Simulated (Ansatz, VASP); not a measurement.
## BaTiO3: VASP beside Ansatz

```
Ba Ti O
1.0
     3.65958    0.00000    0.00000
     0.00000    3.65958    0.00000
     0.00000    0.00000    4.75745
Ba Ti O
1 1 3
Direct
  0.50000 0.50000 0.50000
  0.00000 0.00000 0.00000
  0.50000 0.00000 0.00000
  0.00000 0.50000 0.00000
  0.00000 0.00000 0.50000
```

Alike in both runs: task single point; functional r2SCAN; k mesh 8 × 8 × 8; occupations gaussian, width 0.05 eV; no spin polarisation.

|  | VASP | Ansatz |
| --- | --- | --- |
| version | VASP 6.6.1 | Ansatz 0.2.0 |
| potentials or method | VASP PAW PBE potentials, release 64 (Ba_sv, Ti_sv, O), cutoff 520 eV | scalar-relativistic, plane waves, PAW |
| valence electrons in the cell | 40 | 40 |

```tsv
	VASP	Ansatz	Ansatz less VASP
gap on the k mesh at the Fermi level (eV)	1.60	1.65	+0.042
least direct gap on the mesh (eV)	2.02	2.08	+0.058
pressure (GPa)	19.6	17.1	-2.54
traceless stress, the component that is largest in VASP (GPa)	-34.76	-33.02	+1.737
```

VASP's potentials were made for PBE, not for r2SCAN.

Spin-orbit coupling is off throughout.
